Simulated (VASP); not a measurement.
Wanted: the native input for a VASP 6.6.1 run.

```yaml
Task: single point
Functional: PBE
Potentials_or_basis: VASP PAW PBE potentials, release 64 (Pd)
Cutoff: 520 eV
k_mesh: 12 × 12 × 12
Occupations: fermi-dirac, width 0.05 eV
Spin: collinear spin, antiferromagnetic start
Starting_moments: "[0.5, -0.5] μB"
Dipole_correction: no
Further_INCAR_settings: ALGO = Normal; EDIFF = 1e-07; NBANDS = 21
```

The structure of Pd lies in POSCAR:

```
Pd
1.0
    0.0000000000      2.5777243124      2.5777243124
    2.5777243124      0.0000000000      2.5777243124
    2.5777243124      2.5777243124      0.0000000000
Pd
2
Direct
    0.0000000000      0.0000000000      0.0000000000
    0.5000000000      0.5000000000      0.5000000000
```

This cell differs from its parent crystal: volume scaled by 0.96.

The input as run:

INCAR

```
PREC     = Accurate       # precision mode
ENCUT    = 520            # plane-wave cutoff, eV
EDIFF    = 1E-7           # SCF threshold, eV
ISMEAR   = -1             # smearing method
SIGMA    = 0.05           # smearing width, eV
LREAL    = False          # projectors in reciprocal space
LASPH    = True           # aspherical terms in the spheres
NELM     = 150            # most SCF steps
ALGO     = Normal         # electronic algorithm
ISIF     = 2              # what is computed and relaxed
LWAVE    = False          # write WAVECAR
LCHARG   = False          # write CHGCAR
ISPIN    = 2              # spin polarisation
MAGMOM   = 0.5 -0.5       # initial moments
LORBIT   = 11             # projections on sites
LMAXMIX  = 4              # l up to which the mixer works
GGA      = PE             # functional
NBANDS   = 21             # bands
```

KPOINTS

```
regular mesh
0
Gamma
  12 12 12
```

Potentials or basis: VASP PAW PBE potentials, release 64 (Pd).

Command:

```bash
$ cat potpaw_PBE.64/Pd/POTCAR > POTCAR
$ mpirun -np 1 vasp_std > vasp.out
```

It gave:

The pressure is 5.4 GPa, the band gap on the k mesh is zero (filled and empty bands overlap) and the net moment is 0.00 μB per cell. The valence electrons inside the program's atomic spheres are Pd 9.41.

Wall time 62 s on 1 thread of AMD EPYC 9R45 96-Core Processor (Zen 5) (shared host), peak memory 0.19 GiB.
